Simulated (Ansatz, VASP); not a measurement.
## InSe: VASP beside Ansatz

```
In Se
1.0
     1.95917    1.13113    8.26771
    -1.95917    1.13113    8.26771
     0.00000   -2.26226    8.26771
In Se
2 2
Direct
  0.88860 0.88860 0.88860
  0.00000 0.00000 0.00000
  0.17190 0.17190 0.17190
  0.38350 0.38350 0.38350
```

Alike in both runs: task single point; functional SVWN5; k mesh 8 × 8 × 8; occupations fermi-dirac, width 0.05 eV; no spin polarisation.

|  | VASP | Ansatz |
| --- | --- | --- |
| version | VASP 6.6.1 | Ansatz 0.2.0 |
| potentials or method | VASP PAW PBE potentials, release 64 (In_d, Se) | Ansatz PAW |
| plane-wave cutoff (eV) | 520 | 420 |
| valence electrons in the cell | 38 | 58 |

Ansatz gave:

```
gap on the k mesh at the Fermi level (eV)                     : 0.38
least direct gap on the mesh (eV)                             : 0.38
pressure (GPa)                                                : 1.9
traceless stress, the component that is largest in VASP (GPa) : -1.13
rms of the force components (eV/Å)                            : 0.265
```

Task: Estimate VASP's values.

Result: gap on the k mesh at the Fermi level (eV): 0.37; least direct gap on the mesh (eV): 0.37; pressure (GPa): 2.0; traceless stress, the component that is largest in VASP (GPa): -1.16; rms of the force components (eV/Å): 0.280.

VASP's potentials were made for PBE, not for SVWN5. Atom by atom the forces differ by 0.015 eV/Å (rms over components). VASP's potentials hold 38 valence electrons a cell and Ansatz's 58, so a difference there can come from the potentials and not from the codes.
